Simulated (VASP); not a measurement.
# CuRu2 (P6/mmm) in VASP: single point with PBE

Aim: the single point of CuRu2 with PBE.

All numbers are computed with VASP 6.6.1; they aren't measurements. Logs are shortened: lines on timing, memory, paths and dates and some standing lists are left out, and cuts for length are marked.

## (1) The cell of the first run

It takes space group P6/mmm (No. 191, hexagonal). Conventional cell: a = 4.289 Å, b = 4.289 Å, c = 2.592 Å, α = 90.00°, β = 90.00°, γ = 120.00°. Within 3.4 Å of Cu (site symmetry 6/mmm) lie 2 Cu at 2.59 Å and 12 Ru at 2.80 Å. Within 3.3 Å of Ru (site symmetry -6m2) lie 5 Ru at 2.48 to 2.59 Å and 6 Cu at 2.80 Å.

The cell was built from a structure type or drawn by symmetry, and may not be a known phase.

## (2) Single point, PBE, collinear spin, ferromagnetic start

File INCAR:

```
SYSTEM = CuRu2
PREC = Accurate ; ENCUT = 600
EDIFF = 1E-6 ; ISMEAR = 0
SIGMA = 0.1 ; LREAL = .FALSE.
LASPH = .TRUE. ; NELM = 200
ALGO = Normal ; ISIF = 2
LWAVE = .FALSE. ; LCHARG = .TRUE.
ISPIN = 2 ; MAGMOM = 0 1 1
LORBIT = 11 ; LMAXMIX = 4
GGA = PE ; LELF = .TRUE.
LVHAR = .TRUE. ; NBANDS = 30
GGA_COMPAT = .FALSE.
```

File KPOINTS:

```
Automatic mesh
0
G
  6 6 6
  0 0 0
```

File POSCAR:

```
CuRu2
1.0
    4.2894090048      0.0000000000      0.0000000000
   -2.1447045024      3.7147371654      0.0000000000
    0.0000000000      0.0000000000      2.5921112962
Cu Ru
1 2
Direct
    0.0000000000      0.0000000000      0.0000000000
    0.3333333333      0.6666666667      0.5000000000
    0.6666666667      0.3333333333      0.5000000000
```

Potentials or basis: VASP PAW PBE potentials, release 64 (Cu, Ru_pv).

The run is started by

```
$ cat potpaw_PBE.64/Cu/POTCAR potpaw_PBE.64/Ru_pv/POTCAR > POTCAR
$ mpirun -np 1 vasp_std > vasp.out
```

OUTCAR:

```text
SYSTEM = CuRu2
   PREC = Accurate
   ENCUT = 600
   EDIFF = 1E-6
   ISMEAR = 0
   LREAL = .FALSE.
   LASPH = .TRUE.
   NELM = 200
   ISIF = 2
   ISPIN = 2
   LORBIT = 11
   GGA = PE

 ion  position               nearest neighbor table
   1  0.000  0.000  0.000-   2 2.80   3 2.80   2 2.80   3 2.80   3 2.80   3 2.80   2 2.80   2 2.80
                             3 2.80   3 2.80   2 2.80   2 2.80
   2  0.333  0.667  0.500-   3 2.48   3 2.48   3 2.48   1 2.80   1 2.80   1 2.80   1 2.80   1 2.80
                             1 2.80
   3  0.667  0.333  0.500-   2 2.48   2 2.48   2 2.48   1 2.80   1 2.80   1 2.80   1 2.80   1 2.80
                             1 2.80

  LATTYP: Found a hexagonal cell.
 ALAT       =     4.2894090048
 C/A-ratio  =     0.6043049971

  Lattice vectors:

 A1 = (   4.2894090048,   0.0000000000,   0.0000000000)
 A2 = (  -2.1447045024,   3.7147371654,   0.0000000000)
 A3 = (   0.0000000000,   0.0000000000,   2.5921112962)

Analysis of symmetry for initial positions (statically):
=====================================================================
 Subroutine PRICEL returns:
 Original cell was already a primitive cell.

 Routine SETGRP: Setting up the symmetry group for a
 hexagonal supercell.

 Subroutine GETGRP returns: Found 24 space group operations
 (whereof 24 operations were pure point group operations)
 out of a pool of 24 trial point group operations.

The static configuration has the point symmetry D_6h.

Analysis of symmetry for dynamics (positions and initial velocities):
=====================================================================
 Subroutine PRICEL returns:
 Original cell was already a primitive cell.

 Routine SETGRP: Setting up the symmetry group for a
 hexagonal supercell.

 Subroutine GETGRP returns: Found 24 space group operations
 (whereof 24 operations were pure point group operations)
 out of a pool of 24 trial point group operations.

The dynamic configuration has the point symmetry D_6h.

Analysis of structural, dynamic, and magnetic symmetry:
=====================================================================
 Subroutine PRICEL returns:
 Original cell was already a primitive cell.

 Routine SETGRP: Setting up the symmetry group for a
 hexagonal supercell.

 Subroutine GETGRP returns: Found 24 space group operations
 (whereof 24 operations were pure point group operations)
 out of a pool of 24 trial point group operations.

The overall configuration has the point symmetry D_6h.

 Subroutine INISYM returns: Found 24 space group operations
 (whereof 24 operations are pure point group operations),
 and found     1 'primitive' translations

----------------------------------------------------------------------------------------
[... 126 lines left out ...]
 spin polarized calculation
 Gauss-broadening in eV      SIGMA  =   0.10
  energy-cutoff  :      600.00
  volume of cell :       41.30
 maximum number of plane-waves:      1416
 NGX is ok and might be reduce to    36
   NGX = 17   NGY = 17   NGZ = 11

 number of electron      39.0000020 magnetization      -0.0031166

 number of electron      39.0000020 magnetization       0.0003318

 Free energy of the ion-electron system (eV)
  ---------------------------------------------------
  ext. energy  EPLUGINS =         0.00000000
  ---------------------------------------------------
  free energy    TOTEN  =       -20.97483639 eV

  energy without entropy =      -20.95632020  energy(sigma->0) =      -20.96557830

 E-fermi :  10.4091     XC(G=0): -13.3138

 val. band max:       10.4007372235   @ k =   0.5000   0.0000   0.1667
 cond. band min:      10.4234971646   @ k =   0.1667  -0.0000   0.5000
 fundamental gap:      0.0227599411
 Fermi energy:        10.4090917257

 spin component 1

 k-point     1 :       0.0000    0.0000    0.0000
  band No.  band energies     occupation
      1     -32.8711      1.00000
      2     -32.8711      1.00000
      3     -32.1504      1.00000
      4     -32.1050      1.00000
      5     -32.1050      1.00000
      6     -31.9864      1.00000
[... 781 lines left out ...]
     29      21.1833      0.00000
     30      21.1855      0.00000

 [... further k-points ...]

 spin component 2

 k-point     1 :       0.0000    0.0000    0.0000
  band No.  band energies     occupation
      1     -32.8710      1.00000
      2     -32.8710      1.00000
      3     -32.1502      1.00000
      4     -32.1049      1.00000
      5     -32.1049      1.00000
      6     -31.9862      1.00000
[... 781 lines left out ...]
     29      21.1836      0.00000
     30      21.1858      0.00000

 [... further k-points ...]

------------------------ aborting loop because EDIFF is reached ----------------------------------------

  FORCE on cell =-STRESS in cart. coord.  units (eV):
  Direction    XX          YY          ZZ          XY          YZ          ZX
  --------------------------------------------------------------------------------------
  -------------------------------------------------------------------------------------
  Total        0.0173810      0.0173810     -0.0220387      0.0000000      0.0000000     -0.0000000
  in kB        0.6742283      0.6742283     -0.8549051      0.0000000      0.0000000     -0.0000000
  external PRESSURE =       0.1645172 kB  Pullay stress =       0.0000000 kB

 VOLUME and BASIS-vectors are now :
 -----------------------------------------------------------------------------
  energy-cutoff  :      600.00
  volume of cell :       41.30
      direct lattice vectors                 reciprocal lattice vectors
     4.289409005  0.000000000  0.000000000     0.233132350  0.134599025  0.000000000
    -2.144704502  3.714737165  0.000000000     0.000000000  0.269198050  0.000000000
     0.000000000  0.000000000  2.592111296     0.000000000  0.000000000  0.385785904

 POSITION                                       TOTAL-FORCE (eV/Angst)
 -----------------------------------------------------------------------------------
      0.00000      0.00000      0.00000         0.000000      0.000000      0.000000
     -0.00000      2.47649      1.29606         0.000000     -0.000000     -0.000000
      2.14470      1.23825      1.29606        -0.000000      0.000000      0.000000
 -----------------------------------------------------------------------------------
    total drift:                                0.000000      0.000000     -0.000000

  FREE ENERGIE OF THE ION-ELECTRON SYSTEM (eV)
  ---------------------------------------------------
  free  energy   TOTEN  =       -20.9748363906 eV

  energy  without entropy=      -20.9563202022  energy(sigma->0) =      -20.96557830

 total charge

# of ion       s       p       d       tot
------------------------------------------
    1        0.432   0.392   9.141   9.965
    2        0.390   6.249   6.016  12.654
    3        0.390   6.249   6.016  12.654
--------------------------------------------------
tot          1.212  12.889  21.173  35.274

 magnetization (x)

# of ion       s       p       d       tot
------------------------------------------
    1        0.000   0.000   0.000   0.000
    2        0.000   0.000   0.000   0.000
    3        0.000   0.000   0.000   0.000
--------------------------------------------------
tot          0.000   0.000   0.000   0.000
```

OSZICAR:

```text
N       E                     dE             d eps       ncg     rms          rms(c)
DAV:   1     0.415552382708E+03    0.41555E+03   -0.23505E+04  3728   0.198E+03
DAV:   2    -0.316530222037E+01   -0.41872E+03   -0.40226E+03  3414   0.475E+02
DAV:   3    -0.228951526206E+02   -0.19730E+02   -0.18983E+02  3862   0.109E+02
DAV:   4    -0.233428455333E+02   -0.44769E+00   -0.44428E+00  4406   0.159E+01
DAV:   5    -0.233580180106E+02   -0.15172E-01   -0.15126E-01  4280   0.294E+00    0.215E+01
DAV:   6    -0.278193824848E+02   -0.44614E+01   -0.80669E+01  4156   0.187E+02    0.161E+01
DAV:   7    -0.213299472448E+02    0.64894E+01   -0.12648E+01  4214   0.598E+01    0.520E+00
DAV:   8    -0.211544434088E+02    0.17550E+00   -0.27965E+00  4582   0.530E+01    0.473E+00
DAV:   9    -0.209804571693E+02    0.17399E+00   -0.11951E+00  4846   0.240E+01    0.106E+00
DAV:  10    -0.209825035133E+02   -0.20463E-02   -0.37284E-02  3690   0.126E+00    0.751E-01
DAV:  11    -0.209762327865E+02    0.62707E-02   -0.72975E-03  4354   0.261E+00    0.324E-01
DAV:  12    -0.209748592942E+02    0.13735E-02   -0.33016E-03  5236   0.152E+00    0.583E-02
DAV:  13    -0.209748358398E+02    0.23454E-04   -0.39933E-04  5166   0.260E-01    0.149E-02
DAV:  14    -0.209748373252E+02   -0.14855E-05   -0.14156E-05  4944   0.605E-02    0.824E-03
DAV:  15    -0.209748363906E+02    0.93462E-06   -0.79034E-07  2232   0.217E-02
   1 F= -.20974836E+02 E0= -.20965578E+02  d E =-.185162E-01  mag=    -0.0000
```

Run time: 2.3 min. Hardware: 1 thread of AMD EPYC 7R13, shared host; peak memory 0.21 GiB.

Results:

| Quantity | Value |
| --- | --- |
| Free energy | -20.9748 eV |
| Pressure | 0.0 GPa |
| Net moment | 0.00 μB per cell |
| Valence electrons inside the program's atomic spheres | Cu 9.96; Ru 12.65 |

Caveat: the k points lie up to 0.40 Å⁻¹ apart.
